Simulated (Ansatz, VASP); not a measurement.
Rh in VASP and in Ansatz

```
Rh
1.0
     2.73098    0.00000    0.00000
    -1.36549    2.36510    0.00000
     0.00000    0.00000    4.42849
Rh
2
Direct
  0.66667 0.33333 0.75000
  0.33333 0.66667 0.25000
```

Alike in both runs: task single point; functional r2SCAN; k mesh 11 × 11 × 6; occupations methfessel-paxton of order 1, width 0.2 eV; no spin polarisation.

```csv
,VASP,Ansatz
version,VASP 6.6.1,Ansatz 0.2.0
potentials or method,"VASP PAW PBE potentials, release 64 (Rh_sv_GW)","plane waves, PAW"
plane-wave cutoff (eV),680,500
valence electrons in the cell,34,34
```

VASP gave:

```
pressure (GPa)                                                : -9.7
traceless stress, the component that is largest in VASP (GPa) : -1.07
```

Q: Estimate Ansatz's values.

A: Pressure (GPa): -9.8; traceless stress, the component that is largest in VASP (GPa): -1.06.

VASP's potentials were made for PBE, not for r2SCAN. The functional is the same, so the differences come from potentials, cutoffs and numerics. Ansatz's warnings: stress scf threshold loose.
